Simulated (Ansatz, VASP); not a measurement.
**LiBe16 in VASP and in Ansatz**

```
Be Li
1.0
    -2.29000   -3.96640    0.00000
     3.43500   -1.98320    0.00000
     0.00000    0.00000    7.17686
Be Li
16 1
Cartesian
  -0.0657 -3.9636 -0.0200
  -0.1149 -2.5401 1.7409
  -0.0652 -3.9654 3.4982
  0.5082 -3.0582 5.3257
  -1.3367 -1.7922 -0.0276
  2.1780 -2.4874 1.7409
  -1.3365 -1.7947 3.5124
  3.1055 -3.4330 5.3310
  0.9240 -1.8238 -0.0281
  1.0495 -0.5464 1.7399
  0.9245 -1.8243 3.5090
  1.1677 -0.2831 5.3274
  -0.0401 0.0776 -0.0228
  1.0719 -4.5280 1.7412
  -0.0395 0.0768 3.5043
  1.4174 -4.6107 5.3318
  2.1287 -1.8786 5.3289
```

Alike in both runs: functional PBEsol; k mesh 5 × 6 × 4; occupations gaussian, width 0.1 eV; no spin polarisation.

Ansatz relaxed the structure, and its values are those at the end. VASP's run is a single point on that final structure, the one shown.

|  | VASP | Ansatz |
| --- | --- | --- |
| version | VASP 6.6.1 | Ansatz 0.2.0 |
| potentials or method | VASP PAW PBE potentials, release 64 (Be, Li_sv), cutoff 520 eV | scalar-relativistic, plane waves, PAW |
| valence electrons in the cell | 35 | 35 |

Ansatz gave:

- rms of the force components (eV/Å): 0.004

**Question.** What did VASP give for the same quantities?

**Answer.** rms of the force components (eV/Å): 0.005.

VASP's potentials were made for PBE, not for PBEsol.

Noted on VASP's run: the cutoff is short for stress, so the pressure is rough.
